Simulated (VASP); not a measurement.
# Mo (Im-3m) in VASP: further runs

The runs below take Mo through single point, relaxation of cell and atoms, with PBEsol.

Everything below comes from runs of VASP 6.6.1. Logs are shortened: lines on timing, memory, paths and dates and some standing lists are left out, and cuts for length are marked.

## (1) The cell of the first run

It takes space group Im-3m (No. 229, cubic). Conventional cell: a = 3.129 Å, b = 3.129 Å, c = 3.129 Å, α = 90.00°, β = 90.00°, γ = 90.00°. Mo (site symmetry m-3m) has 14 Mo at 2.71 to 3.13 Å within 3.6 Å.

## (2) Single point, PBEsol

Input file INCAR:

```
PREC = Accurate ; ENCUT = 520
EDIFF = 1E-7 ; ISMEAR = 0
SIGMA = 0.1 ; LREAL = False
LASPH = True ; NELM = 60
ALGO = Normal ; ISIF = 2
LWAVE = False ; LCHARG = False
GGA = PS ; NBANDS = 13
```

Input file KPOINTS:

```
Automatic mesh
0
Gamma
  18 18 18
```

Input file POSCAR:

```
Mo
1.0
   -1.5646772595      1.5646772595      1.5646772595
    1.5646772595     -1.5646772595      1.5646772595
    1.5646772595      1.5646772595     -1.5646772595
Mo
1
Direct
    0.0000000000      0.0000000000      0.0000000000
```

Potentials or basis: VASP PAW PBE potentials, release 64 (Mo_sv).

On the command line:

```bash
> cat potpaw_PBE.64/Mo_sv/POTCAR > POTCAR
> mpirun -np 1 vasp_std > vasp.out
```

OUTCAR:

```text
PREC = Accurate
   ENCUT = 520
   EDIFF = 1E-7
   ISMEAR = 0
   LREAL = False
   LASPH = True
   NELM = 60
   ISIF = 2
   GGA = PS

 ion  position               nearest neighbor table
   1  0.000  0.000  0.000-

  LATTYP: Found a body centered cubic cell.
 ALAT       =     3.1293545190

  Lattice vectors:

 A1 = (  -1.5646772595,   1.5646772595,   1.5646772595)
 A2 = (   1.5646772595,  -1.5646772595,   1.5646772595)
 A3 = (   1.5646772595,   1.5646772595,  -1.5646772595)

Analysis of symmetry for initial positions (statically):
=====================================================================
 Subroutine PRICEL returns:
 Original cell was already a primitive cell.

 Routine SETGRP: Setting up the symmetry group for a
 body centered cubic supercell.

 Subroutine GETGRP returns: Found 48 space group operations
 (whereof 48 operations were pure point group operations)
 out of a pool of 48 trial point group operations.

The static configuration has the point symmetry O_h .

Analysis of symmetry for dynamics (positions and initial velocities):
=====================================================================
 Subroutine PRICEL returns:
 Original cell was already a primitive cell.

 Routine SETGRP: Setting up the symmetry group for a
 body centered cubic supercell.

 Subroutine GETGRP returns: Found 48 space group operations
 (whereof 48 operations were pure point group operations)
 out of a pool of 48 trial point group operations.

The dynamic configuration has the point symmetry O_h .

 Subroutine INISYM returns: Found 48 space group operations
 (whereof 48 operations are pure point group operations),
 and found     1 'primitive' translations

----------------------------------------------------------------------------------------

                                     Primitive cell

  volume of cell :      15.3227

  direct lattice vectors                    reciprocal lattice vectors
    -1.564677260  1.564677260  1.564677260     0.000000000  0.319554718  0.319554718
     1.564677260 -1.564677260  1.564677260     0.319554718  0.000000000  0.319554718
     1.564677260  1.564677260 -1.564677260     0.319554718  0.319554718  0.000000000

  length of vectors
     2.710100511  2.710100511  2.710100511     0.451918616  0.451918616  0.451918616

  position of ions in fractional coordinates (direct lattice)
     0.000000000  0.000000000  0.000000000

  ion indices of the primitive-cell ions
   primitive index   ion index
                 1           1

----------------------------------------------------------------------------------------

 KPOINTS: Automatic mesh

Automatic generation of k-mesh.
 Grid dimensions read from file:
 generate k-points for:   18   18   18

 Generating k-lattice:

  Cartesian coordinates                     Fractional coordinates (reciprocal lattice)
     0.000000000  0.017753040  0.017753040     0.055555556  0.000000000  0.000000000
     0.017753040  0.000000000  0.017753040     0.000000000  0.055555556  0.000000000
     0.017753040  0.017753040  0.000000000     0.000000000  0.000000000  0.055555556

  Length of vectors
     0.025106590  0.025106590  0.025106590

  Shift w.r.t. Gamma in fractional coordinates (k-lattice)
     0.000000000  0.000000000  0.000000000

 Subroutine IBZKPT returns following result:
 ===========================================

 Found    195 irreducible k-points:

 Following reciprocal coordinates:
            Coordinates               Weight
  0.000000  0.000000  0.000000      1.000000
  0.055556  0.000000  0.000000     12.000000
  0.111111  0.000000  0.000000     12.000000
  0.166667  0.000000  0.000000     12.000000
  0.222222  0.000000  0.000000     12.000000
  0.277778  0.000000  0.000000     12.000000
[... 16 lines left out ...]
  0.333333  0.111111  0.000000     48.000000
  0.388889  0.111111  0.000000     48.000000
 [... further k-points ...]
   k-points           NKPTS =    195   k-points in BZ     NKDIM =    195   number of bands    NBANDS=     13
   number of dos      NEDOS =    301   number of ions     NIONS =      1
   total plane-waves  NPLWV =   8000
   dimension x,y,z NGX =    20 NGY =   20 NGZ =   20
   dimension x,y,z NGXF=    40 NGYF=   40 NGZF=   40
   ions per type =               1
   NGX,Y,Z   is equivalent  to a cutoff of  12.27, 12.27, 12.27 a.u.
   NGXF,Y,Z  is equivalent  to a cutoff of  24.54, 24.54, 24.54 a.u.
 SYSTEM =  unknown system
   PREC   = accura    normal or accurate (medium, high low for compatibility)
   ISTART =      0    job   : 0-new  1-cont  2-samecut
   ICHARG =      2    charge: 1-file 2-atom 10-const
   ISPIN  =      1    spin polarized calculation?
   LNONCOLLINEAR =      F non collinear calculations
   LSORBIT =      F    spin-orbit coupling
   LASPH  =      T    aspherical Exc in radial PAW
   ENCUT  =  520.0 eV  38.22 Ry    6.18 a.u.   5.04  5.04  5.04*2*pi/ulx,y,z
   NELM   =     60;   NELMIN=  2; NELMDL= -5     # of ELM steps
   EDIFF  = 0.1E-06   stopping-criterion for ELM
   LREAL  =      F    real-space projection
   EDIFFG = 0.1E-05   stopping-criterion for IOM
   NSW    =      0    number of steps for IOM
   IBRION =     -1    ionic relax: 0-MD 1-quasi-New 2-CG
   NFREE  =      0    steps in history (QN), initial steepest desc. (CG)
   ISIF   =      2    stress and relaxation
   ISYM   =      2    0-nonsym 1-usesym 2-fastsym
   POTIM  = 0.5000    time-step for ionic-motion
   TEBEG  =    0.0;   TEEND  =   0.0 temperature during run
   PSTRESS=    0.0 pullay stress
   NELECT =      14.0000    total number of electrons
   NUPDOWN=      -1.0000    fix difference up-down
   EMIN   =  10.00;   EMAX   =-10.00  energy-range for DOS
   EFERMI =   0.00;   METHOD = LEGACY
   ISMEAR =     0;   SIGMA  =   0.10  broadening in eV -4-tet -1-fermi 0-gaus
   EFERMI_NEDOS =   21; number of points for ismear=-14 and -15
   IALGO  =     38    algorithm
   IMIX   =      4    mixing-type and parameters
     AMIX     =   0.40;   BMIX     =  1.00
     AMIX_MAG =   1.60;   BMIX_MAG =  1.00
  volume/ion in A,a.u.               =      15.32       103.40
  Fermi-wavevector in a.u.,A,eV,Ry     =   1.588569  3.001960 34.335001  2.523551
  Thomas-Fermi vector in A             =   2.687552
   LORBIT       =      0    0 simple, 1 ext, 2 COOP (PROOUT), +10 PAW based schemes
   GGA     = PS    functional components
   LHFCALC =     F    Hartree Fock is set to
   AEXX    =    0.0000 exact exchange contribution
   IVDW    =     0    specifies the selected vdW correction
   LEPSILON=     F    determine dielectric tensor
   LRPA    =     F    only Hartree local field effects (RPA)
 non-spin polarized calculation
 Gauss-broadening in eV      SIGMA  =   0.10
  energy-cutoff  :      520.00
  volume of cell :       15.32
 maximum number of plane-waves:       426
   NGX =  9   NGY =  9   NGZ =  9

 number of electron      13.9999998 magnetization

 Free energy of the ion-electron system (eV)
  ---------------------------------------------------
  ext. energy  EPLUGINS =         0.00000000
  ---------------------------------------------------
  free energy    TOTEN  =       -11.77799241 eV

  energy without entropy =      -11.77567876  energy(sigma->0) =      -11.77683559

 E-fermi :  12.8079     XC(G=0): -13.6418

 val. band max:       12.8065308229   @ k =  -0.3889   0.4444   0.2778
 cond. band min:      12.8123251098   @ k =   0.3889   0.1111   0.0000
 fundamental gap:      0.0057942869
 Fermi energy:        12.8079415956

 k-point     1 :       0.0000    0.0000    0.0000
  band No.  band energies     occupation
      1     -48.4082      2.00000
      2     -21.6476      2.00000
      3     -21.6476      2.00000
      4     -21.6476      2.00000
      5       5.4381      2.00000
      6      11.3829      2.00000
      7      11.3829      2.00000
      8      11.3829      2.00000
      9      14.4725      0.00000
     10      14.4725      0.00000
     11      27.6257      0.00000
     12      27.6257      0.00000
     13      27.6257      0.00000

 k-point     2 :       0.0556    0.0000    0.0000
  band No.  band energies     occupation
      1     -48.3997      2.00000
      2     -21.6963      2.00000
      3     -21.6625      2.00000
      4     -21.6479      2.00000
      5       5.5788      2.00000
      6      11.3024      2.00000
      7      11.3699      2.00000
      8      11.5152      2.00000
      9      14.3511      0.00000
     10      14.4742      0.00000
     11      27.7343      0.00000
     12      27.8631      0.00000
     13      27.9153      0.00000

 k-point     3 :       0.1111    0.0000    0.0000
  band No.  band energies     occupation
      1     -48.3751      2.00000
      2     -21.8352      2.00000
      3     -21.7053      2.00000
      4     -21.6491      2.00000
      5       5.9799      2.00000
      6      11.0788      2.00000
      7      11.3125      2.00000
      8      11.9068      2.00000
      9      14.0853      0.00000
     10      14.4849      0.00000
     11      27.9967      0.00000
     12      28.5551      0.00000
     13      28.6404      0.00000

 k-point     4 :       0.1667    0.0000    0.0000
  band No.  band energies     occupation
      1     -48.3373      2.00000
      2     -22.0443      2.00000
      3     -21.7703      2.00000
      4     -21.6508      2.00000
      5       6.5686      2.00000
      6      10.7578      2.00000
      7      11.1931      2.00000
      8      12.5411      1.99984
      9      13.8813      0.00000
     10      14.5182      0.00000
     11      28.1935      0.00000
     12      29.3782      0.00000
     13      29.6487      0.00000

 k-point     5 :       0.2222    0.0000    0.0000
  band No.  band energies     occupation
      1     -48.2905      2.00000
      2     -22.2949      2.00000
      3     -21.8491      2.00000
      4     -21.6530      2.00000
      5       7.1885      2.00000
      6      10.3936      2.00000
      7      11.1178      2.00000
      8      13.3884      0.00000
      9      13.8704      0.00000
     10      14.5878      0.00000
     11      27.9787      0.00000
     12      29.4971      0.00000
     13      31.0748      0.00000

 k-point     6 :       0.2778    0.0000    0.0000
  band No.  band energies     occupation
      1     -48.2402      2.00000
      2     -22.5551      2.00000
      3     -21.9318      2.00000
      4     -21.6554      2.00000
      5       7.5893      2.00000
      6      10.0359      2.00000
      7      11.3655      2.00000
      8      14.0334      0.00000
      9      14.4015      0.00000
     10      14.6997      0.00000
     11      27.2622      0.00000
     12      28.7218      0.00000
     13      32.7568      0.00000

 k-point     7 :       0.3333    0.0000    0.0000
  band No.  band energies     occupation
      1     -48.1926      2.00000
      2     -22.7939      2.00000
      3     -22.0085      2.00000
      4     -21.6577      2.00000
      5       7.6426      2.00000
      6       9.7230      2.00000
      7      12.0846      2.00000
      8      14.2820      0.00000
      9      14.8453      0.00000
     10      15.5040      0.00000
     11      26.3442      0.00000
     12      27.4524      0.00000
     13      34.0610      0.00000
[... 193 lines left out ...]
 k-point    20 :       0.1667    0.1111    0.0000
  band No.  band energies     occupation
      1     -48.2721      2.00000
      2     -22.3668      2.00000
      3     -21.8527      2.00000
      4     -21.7079      2.00000
      5       7.5313      2.00000
      6      10.4258      2.00000
      7      10.6807      2.00000
      8      13.5871      0.00000
      9      13.9806      0.00000
     10      14.8543      0.00000
     11      28.5444      0.00000
     12      29.2137      0.00000
     13      30.6808      0.00000

 k-point    21 :       0.2222    0.1111    0.0000
  band No.  band energies     occupation
      1     -48.2248      2.00000
      2     -22.5885      2.00000
      3     -21.9484      2.00000
      4     -21.7153      2.00000
      5       7.9640      2.00000
      6      10.0760      2.00000
      7      10.8231      2.00000
      8      13.7155      0.00000
      9      14.9346      0.00000
     10      15.1540      0.00000
     11      27.6054      0.00000
     12      28.7080      0.00000
     13      31.8348      0.00000

 k-point    22 :       0.2778    0.1111   -0.0000
  band No.  band energies     occupation
      1     -48.1800      2.00000
      2     -22.7909      2.00000
      3     -22.0412      2.00000
      4     -21.7204      2.00000
      5       8.0296      2.00000
      6       9.7872      2.00000
      7      11.3938      2.00000
      8      13.9812      0.00000
      9      15.1236      0.00000
     10      16.2995      0.00000
     11      26.5772      0.00000
     12      27.6189      0.00000
     13      32.2402      0.00000

 k-point    23 :       0.3333    0.1111    0.0000
  band No.  band energies     occupation
      1     -48.1432      2.00000
      2     -22.9526      2.00000
      3     -22.1173      2.00000
      4     -21.7240      2.00000
      5       7.8874      2.00000
      6       9.5751      2.00000
      7      12.1668      2.00000
      8      14.2644      0.00000
      9      15.3014      0.00000
     10      17.4515      0.00000
     11      25.6310      0.00000
     12      26.4150      0.00000
     13      30.9534      0.00000

 k-point    24 :       0.3889    0.1111    0.0000
  band No.  band energies     occupation
      1     -48.1190      2.00000
      2     -23.0567      2.00000
      3     -22.1670      2.00000
      4     -21.7262      2.00000
      5       7.7417      2.00000
      6       9.4449      2.00000
      7      12.8123      0.95057
      8      14.3887      0.00000
      9      15.5668      0.00000
     10      18.3544      0.00000
     11      24.7526      0.00000
     12      25.6550      0.00000
     13      30.0131      0.00000

 [... further k-points ...]
[... 5 lines left out ...]
  --------------------------------------------------------------------------------------
  -------------------------------------------------------------------------------------
  Total        0.0517449      0.0517449      0.0517449      0.0000000     -0.0000000      0.0000000
  in kB        5.4105814      5.4105814      5.4105814      0.0000000     -0.0000000      0.0000000
  external PRESSURE =       5.4105814 kB  Pullay stress =       0.0000000 kB

 VOLUME and BASIS-vectors are now :
 -----------------------------------------------------------------------------
  energy-cutoff  :      520.00
  volume of cell :       15.32
      direct lattice vectors                 reciprocal lattice vectors
    -1.564677260  1.564677260  1.564677260     0.000000000  0.319554718  0.319554718
     1.564677260 -1.564677260  1.564677260     0.319554718  0.000000000  0.319554718
     1.564677260  1.564677260 -1.564677260     0.319554718  0.319554718  0.000000000

 POSITION                                       TOTAL-FORCE (eV/Angst)
 -----------------------------------------------------------------------------------
      0.00000      0.00000      0.00000         0.000000      0.000000      0.000000
 -----------------------------------------------------------------------------------
    total drift:                                0.000000     -0.000000      0.000000

  FREE ENERGIE OF THE ION-ELECTRON SYSTEM (eV)
  ---------------------------------------------------
  free  energy   TOTEN  =       -11.7779924062 eV

  energy  without entropy=      -11.7756787645  energy(sigma->0) =      -11.77683559
```

Run time: 38 s. Hardware: 1 thread of AMD EPYC 7R43 (Zen 3), shared host; peak memory 0.11 GiB.

Results:

| Item | Value |
| --- | --- |
| Free energy | -11.7780 eV |
| Pressure | 0.5 GPa |
| Band gap on the k mesh | zero (band 7 reaches 16.91 eV, above the bottom of band 8 at 11.38 eV) |

Levels at points of the mesh, in eV from the Fermi level:
| k point | band 5 | band 6 | band 7 | band 8 | band 9 | band 10 |
| --- | --- | --- | --- | --- | --- | --- |
| (0.00, 0.00, 0.00) | -7.37 | -1.43 | -1.43 | -1.43 | 1.66 | 1.66 |
| (0.50, 0.00, 0.00) | -5.49 | -3.53 | 1.66 | 1.71 | 2.36 | 4.90 |
| (0.50, 0.50, 0.50) | -5.64 | -5.64 | 4.11 | 4.11 | 4.11 | 9.16 |

Caveat: the PAW data sets were made with another functional, which shifts forces and pressure a little.

## (3) Relaxation of cell and atoms, PBEsol

This run uses another cell than the first one, of 15.78 Å³/atom, 1.030 times its volume.

Input file INCAR:

```
PREC     = Accurate       # precision mode
ENCUT    = 600            # plane-wave cutoff, eV
EDIFF    = 1E-6           # SCF threshold, eV
ISMEAR   = 0              # smearing method
SIGMA    = 0.1            # smearing width, eV
LREAL    = F              # projectors in reciprocal space
LASPH    = T              # aspherical terms in the spheres
NELM     = 100            # most SCF steps
ALGO     = Fast           # electronic algorithm
ISIF     = 3              # what is computed and relaxed
LWAVE    = F              # write WAVECAR
LCHARG   = F              # write CHGCAR
GGA      = PS             # functional
IBRION   = 2              # ionic algorithm
NSW      = 70             # ionic steps
EDIFFG   = -0.005         # ionic threshold
```

Input file KPOINTS:

```
regular mesh
0
Gamma
  18 18 18
```

Input file POSCAR:

```
Mo
1.0
   -1.5802206812      1.5802206812      1.5802206812
    1.5802206812     -1.5802206812      1.5802206812
    1.5802206812      1.5802206812     -1.5802206812
Mo
1
Direct
    0.0000000000      0.0000000000      0.0000000000
```

Potentials or basis: VASP PAW PBE potentials, release 64 (Mo_sv).

On the command line:

```bash
> cat potpaw_PBE.64/Mo_sv/POTCAR > POTCAR
> mpirun -np 1 vasp_std > vasp.out
```

Wall time 3.7 min (1 thread of AMD EPYC 7R43 (Zen 3), shared host); peak memory 0.14 GiB.

Results (log left out):

```
Free energy                            : -11.7786 eV
Relaxed volume                         : 15.35 Å³/atom
Relaxed cell                           : a = 2.712 Å, b = 2.712 Å, c = 2.712 Å, α = 109.47°, β = 109.47°, γ = 109.47°
Space group after relaxing (to 0.05 Å) : Im-3m (No. 229)
Energy gained by relaxing              : 10.4 meV/atom
Ionic steps                            : 4
Pressure after relaxing                : 0.0 GPa
Band gap on the k mesh                 : zero (band 7 reaches 16.88 eV, above the bottom of band 8 at 11.36 eV)
```

Step by step:
```tsv
step	energy change (eV)	largest force (eV/Å)	pressure (GPa)	volume (Å³)
1	0.0000	0.0000	-7.41	15.78
2	0.0805	0.0000	26.94	14.17
3	-0.0104	0.0000	-0.19	15.36
4	-0.0104	0.0000	0.00	15.35
```

Final structure:
```xyz
1
Lattice="-1.5655 1.5655 1.5655 1.5655 -1.5655 1.5655 1.5655 1.5655 -1.5655" Properties=species:S:1:pos:R:3 pbc="T T T"
Mo    0.0000    0.0000    0.0000
```

Levels at points of the mesh, in eV from the Fermi level:
| k point | band 5 | band 6 | band 7 | band 8 | band 9 | band 10 |
| --- | --- | --- | --- | --- | --- | --- |
| (0.00, 0.00, 0.00) | -7.36 | -1.42 | -1.42 | -1.42 | 1.66 | 1.66 |
| (0.50, 0.00, 0.00) | -5.48 | -3.52 | 1.66 | 1.71 | 2.35 | 4.89 |
| (0.50, 0.50, 0.50) | -5.63 | -5.63 | 4.10 | 4.10 | 4.10 | 9.15 |

Caveat: the PAW data sets were made with another functional, which shifts forces and pressure a little.
